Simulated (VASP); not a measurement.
# AlGeIr3 (Pm-3m) in VASP: further runs, part 2 of 2

VASP 6.6.1.

## 4. Relaxation of cell and atoms, PBE

This run uses another cell than the first one, of 18.40 Å³/atom.

INCAR

```
PREC = Accurate ; ENCUT = 600
EDIFF = 1E-7 ; ISMEAR = 0
SIGMA = 0.1 ; LREAL = F
LASPH = T ; NELM = 80
ALGO = Fast ; ISIF = 3
LWAVE = F ; LCHARG = F
GGA = PE ; IBRION = 2
NSW = 100 ; EDIFFG = -0.01
```

KPOINTS

```
regular mesh
0
Gamma
  8 8 8
```

POSCAR

```
AlGeIr3
1.0
    4.5146453858      0.0000000000      0.0000000000
    0.0000000000      4.5146453858      0.0000000000
    0.0000000000      0.0000000000      4.5146453858
Al Ge Ir
1 1 3
Direct
    0.0000000000      0.0000000000      0.0000000000
    0.5000000000      0.5000000000      0.5000000000
    0.5000000000      0.5000000000      0.0000000000
    0.5000000000      0.0000000000      0.5000000000
    0.0000000000      0.5000000000      0.5000000000
```

Potentials or basis: VASP PAW PBE potentials, release 64 (Al, Ge_d, Ir).

The run is started by

```console
> cat potpaw_PBE.64/Al/POTCAR potpaw_PBE.64/Ge_d/POTCAR potpaw_PBE.64/Ir/POTCAR > POTCAR
> mpirun -np 1 vasp_std > vasp.out
```

OUTCAR:

```text
PREC = Accurate
   ENCUT = 600
   EDIFF = 1E-7
   ISMEAR = 0
   LREAL = F
   LASPH = T
   NELM = 80
   ISIF = 3
   GGA = PE
   IBRION = 2
   NSW = 100
   EDIFFG = -0.01

 ion  position               nearest neighbor table
   1  0.000  0.000  0.000-   3 3.19   4 3.19   5 3.19   4 3.19   5 3.19   3 3.19   5 3.19   5 3.19
                             3 3.19   4 3.19   4 3.19   3 3.19
   2  0.500  0.500  0.500-   3 2.26   4 2.26   5 2.26   3 2.26   4 2.26   5 2.26
   3  0.500  0.500  0.000-   2 2.26   2 2.26   4 3.19   5 3.19   1 3.19   4 3.19   5 3.19   1 3.19
                             4 3.19   4 3.19   1 3.19   5 3.19   5 3.19   1 3.19
   4  0.500  0.000  0.500-   2 2.26   2 2.26   3 3.19   5 3.19   1 3.19   3 3.19   1 3.19   3 3.19
                             5 3.19   3 3.19   1 3.19   5 3.19   1 3.19   5 3.19
   5  0.000  0.500  0.500-   2 2.26   2 2.26   3 3.19   4 3.19   1 3.19   3 3.19   1 3.19   4 3.19
                             1 3.19   1 3.19   3 3.19   4 3.19   3 3.19   4 3.19

  LATTYP: Found a simple cubic cell.
 ALAT       =     4.5146453858

  Lattice vectors:

 A1 = (   4.5146453858,   0.0000000000,   0.0000000000)
 A2 = (   0.0000000000,   4.5146453858,   0.0000000000)
 A3 = (   0.0000000000,   0.0000000000,   4.5146453858)

Analysis of symmetry for initial positions (statically):
=====================================================================
 Subroutine PRICEL returns:
 Original cell was already a primitive cell.

 Routine SETGRP: Setting up the symmetry group for a
 simple cubic supercell.

 Subroutine GETGRP returns: Found 48 space group operations
 (whereof 48 operations were pure point group operations)
 out of a pool of 48 trial point group operations.

The static configuration has the point symmetry O_h .

Analysis of symmetry for dynamics (positions and initial velocities):
=====================================================================
 Subroutine PRICEL returns:
 Original cell was already a primitive cell.

 Routine SETGRP: Setting up the symmetry group for a
[... 141 lines left out ...]
   LEPSILON=     F    determine dielectric tensor
   LRPA    =     F    only Hartree local field effects (RPA)
 conjugate gradient relaxation of ions
 non-spin polarized calculation
 RMM-DIIS sequential band-by-band and
 Gauss-broadening in eV      SIGMA  =   0.10
  energy-cutoff  :      600.00
  volume of cell :       92.02
 maximum number of plane-waves:      3112
   NGX = 19   NGY = 19   NGZ = 19

--------------------------------------- Ionic step        1  -------------------------------------------

 number of electron      43.9999991 magnetization

 Free energy of the ion-electron system (eV)
  ---------------------------------------------------
  ext. energy  EPLUGINS =         0.00000000
  ---------------------------------------------------
  free energy    TOTEN  =       -30.23476416 eV

  energy without entropy =      -30.22747341  energy(sigma->0) =      -30.23111878

------------------------ aborting loop because EDIFF is reached ----------------------------------------

  FORCE on cell =-STRESS in cart. coord.  units (eV):
  Direction    XX          YY          ZZ          XY          YZ          ZX
  --------------------------------------------------------------------------------------
  -------------------------------------------------------------------------------------
  Total        0.5925378      0.5925378      0.5925378     -0.0000000      0.0000000      0.0000000
  in kB       10.3170536     10.3170536     10.3170536     -0.0000000      0.0000000      0.0000000
  external PRESSURE =      10.3170536 kB  Pullay stress =       0.0000000 kB
[... 65 lines left out ...]
--------------------------------------- Ionic step        3  -------------------------------------------

 number of electron      43.9999993 magnetization

 Free energy of the ion-electron system (eV)
  ---------------------------------------------------
  ext. energy  EPLUGINS =         0.00000000
  ---------------------------------------------------
  free energy    TOTEN  =       -30.23666373 eV

  energy without entropy =      -30.22930138  energy(sigma->0) =      -30.23298255

 E-fermi :   6.4979     XC(G=0): -11.4658

 val. band max:        6.4399828112   @ k =   0.2500   0.2500   0.2500
 cond. band min:       6.5054262662   @ k =   0.5000   0.3750   0.3750
 fundamental gap:      0.0654434550
 Fermi energy:         6.4978942334

 k-point     1 :       0.0000    0.0000    0.0000
  band No.  band energies     occupation
      1     -18.4432      2.00000
      2     -18.4432      2.00000
      3     -18.2807      2.00000
      4     -18.2807      2.00000
      5     -18.2807      2.00000
      6      -6.2718      2.00000
[... 685 lines left out ...]
     25       8.3148      0.00000
     26       9.1440      0.00000

 [... further k-points ...]

------------------------ aborting loop because EDIFF is reached ----------------------------------------

  FORCE on cell =-STRESS in cart. coord.  units (eV):
  Direction    XX          YY          ZZ          XY          YZ          ZX
  --------------------------------------------------------------------------------------
  -------------------------------------------------------------------------------------
  Total        0.0255811      0.0255811      0.0255811      0.0000000      0.0000000      0.0000000
  in kB        0.4425119      0.4425119      0.4425119      0.0000000      0.0000000      0.0000000
  external PRESSURE =       0.4425119 kB  Pullay stress =       0.0000000 kB
[... 20 lines left out ...]
  FREE ENERGIE OF THE ION-ELECTRON SYSTEM (eV)
  ---------------------------------------------------
  free  energy   TOTEN  =       -30.2366637312 eV

  energy  without entropy=      -30.2293013771  energy(sigma->0) =      -30.23298255

 reached required accuracy - stopping structural energy minimisation
```

OSZICAR:

```text
N       E                     dE             d eps       ncg     rms          rms(c)
DAV:   1     0.495864616886E+03    0.49586E+03   -0.21468E+04  2176   0.320E+03
DAV:   2     0.410640255268E+02   -0.45480E+03   -0.44706E+03  1822   0.854E+02
DAV:   3    -0.267176402717E+02   -0.67782E+02   -0.64689E+02  2222   0.205E+02
[... 39 lines left out ...]
RMM:   7    -0.302366580637E+02    0.60840E-05   -0.20891E-04  2056   0.164E-01    0.191E-02
RMM:   8    -0.302366622614E+02   -0.41976E-05   -0.11310E-04  2500   0.742E-02    0.754E-03
RMM:   9    -0.302366634271E+02   -0.11658E-05   -0.15361E-05  2537   0.185E-02    0.661E-03
RMM:  10    -0.302366636619E+02   -0.23476E-06   -0.28315E-06  2249   0.811E-03    0.600E-03
RMM:  11    -0.302366637312E+02   -0.69355E-07   -0.62661E-07  1361   0.385E-03
   3 F= -.30236664E+02 E0= -.30232983E+02  d E =-.189958E-02
```

It took 6.5 min on 1 thread of Intel Xeon 8259CL, shared host; peak memory 0.3 GiB.

Results:

```
Free energy                           : -30.2367 eV
Relaxed volume                        : 18.52 Å³/atom
Relaxed cell                          : a = 4.524 Å, b = 4.524 Å, c = 4.524 Å, α = 90.00°, β = 90.00°, γ = 90.00°
Space group after relaxing (to 0.1 Å) : Pm-3m (No. 221)
Energy gained by relaxing             : 0.4 meV/atom
Ionic steps                           : 3
Pressure after relaxing               : 0.0 GPa
Band gap on the k mesh                : zero (bands 22 and 23 overlap by 0.23 eV)
```

The path:
```
step  energy change (eV)  largest force (eV/Å)  pressure (GPa)  volume (Å³)
   1              0.0000                0.0000            1.03        92.02
   2              0.0030                0.0000           -1.56        93.60
   3             -0.0019                0.0000            0.04        92.62
```

Final structure:
```xyz
5
Lattice="4.5245 0.0000 0.0000 0.0000 4.5245 0.0000 0.0000 0.0000 4.5245" Properties=species:S:1:pos:R:3 pbc="T T T"
Al    0.0000    0.0000    0.0000
Ge    2.2622    2.2622    2.2622
Ir    2.2622    2.2622    0.0000
Ir    2.2622    0.0000    2.2622
Ir    0.0000    2.2622    2.2622
```

Levels at points of the mesh, in eV from the Fermi level:
```
           k point  band 18  band 19  band 20  band 21  band 22  band 23  band 24  band 25  band 26
(0.00, 0.00, 0.00)    -1.37    -1.37    -1.37    -0.17    -0.17    -0.17     0.19     1.83     2.60
(0.50, 0.00, 0.00)    -1.71    -1.50    -1.50    -0.98    -0.17     0.94     1.51     1.51     3.08
(0.50, 0.50, 0.00)    -1.95    -1.61    -1.34    -0.77    -0.54     0.28     0.28     2.87     3.67
(0.50, 0.50, 0.50)    -1.62    -1.62    -0.88    -0.88    -0.15    -0.15    -0.15     0.99     1.32
```

Caveat: spin-orbit coupling is left out, which moves the levels of the heavy elements.

## 5. Overview

```csv
task,cell,k mesh,cutoff (eV),gap on the mesh (eV),pressure (GPa),relaxed volume (Å³/atom)
relaxation of cell and atoms,"relaxed from a = 3.974 Å, 5 atoms",4 × 4 × 4,600,none,0.3,18.48
single point,"a = 4.517 Å, 5 atoms",8 × 8 × 8,520,none,0.7,-
relaxation of cell and atoms,"relaxed from a = 4.515 Å, 5 atoms",8 × 8 × 8,600,none,0.0,18.52
```

Alike in all rows: level PBE; potentials or basis VASP PAW PBE potentials, release 64 (Al, Ge_d, Ir); no spin polarisation; smearing gaussian 0.1 eV.

Caveats: some runs use coarse meshes; spin-orbit coupling is left out, which moves the levels of the heavy elements; the volume moved by over 15 % at a fixed basis, so the end points are rough (at least some runs).

Total energies depend on the potentials used, so only differences within one code and one set of settings carry meaning.
